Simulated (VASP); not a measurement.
KF: single point with PBE

The system is KF.

```xyz
2
Lattice="0.0286 2.6808 2.6808 2.6808 0.0286 2.6808 2.6808 2.6808 0.0286" Properties=species:S:1:pos:R:3 pbc="T T T"
K     0.0000    0.0000    0.0000
F     2.6952    2.6952    2.6952
```

```json
{"Program": "VASP 6.6.1", "Task": "single point", "Functional": "PBE", "Potentials or basis": "VASP PAW PBE potentials, release 64 (K_sv, F)", "Cutoff": "520 eV", "k mesh": "8 × 8 × 8", "Occupations": "gaussian, width 0.05 eV", "Spin": "no spin polarisation", "Dipole correction": "no", "Further INCAR settings": "ALGO = Normal; EDIFF = 1e-06; NBANDS = 15"}
```

The pressure is 1.6 GPa and the band gap on the k mesh is 6.19 eV, direct.

Stress tensor (GPa, compression positive):
```
 1.64 -0.14 -0.14
-0.14  1.64 -0.14
-0.14 -0.14  1.64
```

Levels at points of the mesh, in eV from the valence-band top:
```
           k point  band 6  band 7  band 8  band 9  band 10  band 11
(0.00, 0.00, 0.00)   -0.02    0.00    0.00    6.19    10.58    10.74
(0.50, 0.00, 0.00)   -0.80   -0.38   -0.35    9.10    10.66    12.03
(0.50, 0.50, 0.00)   -0.22   -0.07   -0.06    8.20    10.33    11.86
(0.50, 0.50, 0.50)   -0.80   -0.34   -0.34    9.05    10.60    12.07
```

It took 14 s on 1 thread of Intel(R) Xeon(R) 6975P-C (Granite Rapids), with other jobs on the host, peak memory 0.17 GiB.

A k mesh can miss the band edges. As with any semilocal functional, this PBE gap is likely too small.
